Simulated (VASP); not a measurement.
Here is a VASP 6.6.1 calculation.

INCAR

```
SYSTEM = CdTe
PREC = Accurate
ENCUT = 520
EDIFF = 1E-6
ISMEAR = 0
SIGMA = 0.05
LREAL = .False.
LASPH = .True.
NELM = 100
ALGO = Normal
ISIF = 2
LWAVE = .False.
LCHARG = .True.
GGA = RE
IVDW = 13
LELF = .True.
LVHAR = .True.
NBANDS = 16
```

File KPOINTS:

```
regular mesh
0
Gamma
  6 6 6
  0 0 0
```

The input POSCAR:

```
CdTe
1.0
    0.0000000000      2.9687194001      2.9687194001
    2.9687194001      0.0000000000      2.9687194001
    2.9687194001      2.9687194001      0.0000000000
Cd Te
1 1
Direct
    0.5000000000      0.5000000000      0.5000000000
    0.0000000000      0.0000000000      0.0000000000
```

Potentials or basis: VASP PAW PBE potentials, release 64 (Cd, Te).

Command:

```sh
$ cat potpaw_PBE.64/Cd/POTCAR potpaw_PBE.64/Te/POTCAR > POTCAR
$ mpirun -np 1 vasp_std > vasp.out
```

**Question.** Predict the band gap on the k mesh.

**Answer.** Zero (band 9 reaches 5.00 eV, above the bottom of band 10 at 3.62 eV).

**Question.** What does it give for the dispersion energy per atom?

**Answer.** -0.775 eV.

**Question.** What does it give for the pressure?

**Answer.** 2.6 GPa.

Caveat: the PAW data sets were made with another functional, which shifts forces and pressure a little; spin-orbit coupling is left out, which moves the levels of the heavy elements; pairwise dispersion overbinds metals, which lowers pressure and volume.
